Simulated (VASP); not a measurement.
Runs of VASP 6.6.1 on ZnSe (Stilleite). The structure is that of space group F-43m (No. 216), or close to it. The cells are those of the table. 

| cell | gap on the mesh (eV) | pressure (GPa) |
| --- | --- | --- |
| a = 4.008 Å, angles 60.0°, 2 atoms | (a) | 2.4 |
| a = 4.060 Å, angles 60.0°, 2 atoms | 1.13 | 0.0 |
| a = 3.898 Å, angles 60.0°, 2 atoms | 1.64 | 9.1 |
| a = 3.953 Å, angles 60.0°, 2 atoms | 1.46 | (b) |
| a = 4.112 Å, angles 60.0°, 2 atoms | 0.99 | -2.0 |

Alike in all rows: task single point; level PBE; potentials or basis VASP PAW PBE potentials, release 64 (Zn, Se); no spin polarisation; k mesh 6 × 6 × 6; cutoff (eV) 520; smearing methfessel-paxton 0.01 eV.

Question: Estimate the missing entries.

Answer: (a) 1.29; (b) 5.4.

A k mesh can miss the band edges, and the runs leave out spin-orbit coupling on Se.
